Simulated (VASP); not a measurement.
Input of a VASP 6.6.1 run:

File INCAR:

```
SYSTEM = BP
ALGO     = Normal         ! electronic algorithm
EDIFF    = 1E-6           ! SCF threshold, eV
ENCUT    = 500            ! plane-wave cutoff, eV
GGA_COMPAT= .FALSE.      
ISIF     = 2              ! what is computed and relaxed
ISMEAR   = -1             ! smearing method
LASPH    = .TRUE.         ! aspherical terms in the spheres
LCHARG   = .FALSE.        ! write CHGCAR
LREAL    = .FALSE.        ! projectors in reciprocal space
LWAVE    = .FALSE.        ! write WAVECAR
NBANDS   = 11             ! bands
NELM     = 120            ! most SCF steps
PREC     = Accurate       ! precision mode
SIGMA    = 0.1            ! smearing width, eV
```

The input KPOINTS:

```
k-points
0
G
  15 15 15
  0 0 0
```

File POSCAR:

```
BP
1.0
    0.0000000000      2.0438047812      2.0438047812
    2.0438047812      0.0000000000      2.0438047812
    2.0438047812      2.0438047812      0.0000000000
B P
1 1
Direct
    0.0000000000      0.0000000000      0.0000000000
    0.5000000000      0.5000000000      0.5000000000
```

Potentials or basis: VASP PAW LDA potentials, release 64 (B, P).

Launch:

```sh
$ cat potpaw_LDA.64/B/POTCAR potpaw_LDA.64/P/POTCAR > POTCAR
$ mpirun -np 1 vasp_std > vasp.out
```

(1) Estimate the pressure.

(2) Predict the band gap on the k mesh.

Results:

(1) 27.9 GPa.

(2) zero (band 4 reaches 13.50 eV, above the bottom of band 5 at 9.98 eV).
